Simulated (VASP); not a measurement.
Here is a VASP 6.6.1 calculation.

INCAR

```
SYSTEM = ZnO
PREC = Accurate ; ENCUT = 520
EDIFF = 1E-7 ; ISMEAR = -1
SIGMA = 0.1034 ; LREAL = .False.
LASPH = .True. ; NELM = 60
ALGO = Normal ; ISIF = 2
LWAVE = .False. ; LCHARG = .False.
GGA = PE ; ISYM = 0
NBANDS = 76
```

File KPOINTS:

```
regular mesh
0
Gamma
  1 1 1
  0 0 0
```

File POSCAR:

```
ZnO
1.0
    5.7473940000      0.0504630000     -0.0849840000
    0.0504630000      5.7953560000      0.0830010000
   -0.0849840000      0.0830010000      5.6298910000
Zn O
7 7
Direct
    0.4026832015     -0.0460644709      0.7267069693
    0.4091856627      0.5533641930      0.4346305200
    0.2639107112      0.4158933770      0.9530860583
    0.0234541313      0.5662155448      0.4398836087
    0.6216108358      0.1152331262      0.2953779230
    0.7865764907      0.5882591477      0.9362153404
    0.0944497891      0.1030420134      0.2850884912
    0.7266839669     -0.0715054768      0.5868126996
    0.7104140143      0.7172250196      0.3981404668
    0.4869839968      0.6033478374      0.7750005061
    0.0715045912      0.6748939077      0.1114589744
    0.8398556274      0.2482898818      1.1172649670
    0.3715253885      0.0512442650      1.0614083627
    0.2702127475      0.2826443238      0.5060153027
```

Potentials or basis: VASP PAW PBE potentials, release 64 (Zn, O).

Command:

```bash
$ cat potpaw_PBE.64/Zn/POTCAR potpaw_PBE.64/O/POTCAR > POTCAR
$ mpirun -np 1 vasp_gam > vasp.out
```

(1) Predict the band gap on the k mesh.

(2) Estimate the pressure.

(3) Predict the largest force.

Answers

(1) 1.46 eV.

(2) 2.2 GPa.

(3) 4.007 eV/Å.

Caveat: the k points lie up to 1.12 Å⁻¹ apart.
